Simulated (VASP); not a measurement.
Wanted: the native input for a VASP 6.6.1 run.

```
Task                   : single point
Functional             : LDA
Potentials or basis    : VASP PAW LDA potentials, release 64 (Br)
Cutoff                 : 500 eV
k mesh                 : 3 × 3 × 3
Occupations            : methfessel-paxton, width 0.05 eV
Spin                   : no spin polarisation
Dipole correction      : no
Further INCAR settings : ALGO = Normal; EDIFF = 1e-06; NBANDS = 18
```

The structure of Br lies in POSCAR:

```
Br
1.0
    4.5976403800      0.0000000000      0.0000000000
    0.0000000000      4.5976403800      0.0000000000
    0.0000000000      0.0000000000      4.5976403800
Br
3
Direct
    0.4999354128     -0.0019147970      0.0008544541
    0.0014919216      0.5005467729     -0.0007084161
   -0.0014273344      0.0013680241      0.4998539620
```

The input as run:

INCAR

```
SYSTEM = Br
  ALGO = Normal
  EDIFF = 1E-6
  ENCUT = 500
  GGA_COMPAT = .FALSE.
  ISIF = 2
  ISMEAR = 1
  LASPH = .TRUE.
  LCHARG = .FALSE.
  LREAL = .FALSE.
  LWAVE = .FALSE.
  NBANDS = 18
  NELM = 120
  PREC = Accurate
  SIGMA = 0.05
```

KPOINTS

```
k-points
0
G
  3 3 3
  0 0 0
```

Potentials or basis: VASP PAW LDA potentials, release 64 (Br).

The run is started by

```sh
$ cat potpaw_LDA.64/Br/POTCAR > POTCAR
$ mpirun -np 1 vasp_std > vasp.out
```

Results of the run:

The pressure is -4.7 GPa. The largest force is 0.019 eV/Å and the band gap on the k mesh is zero (an odd number of electrons rules out a gap without spin polarisation).

Caveat: the k points lie up to 0.46 Å⁻¹ apart, too coarse for converged energies and pressures of a metal; an odd number of electrons without spin polarisation forces a metal; a magnetic or distorted state may lie lower.

Run time: 18 s on 1 thread of Intel Xeon 8259CL, with other jobs on the host, peak memory 0.17 GiB.
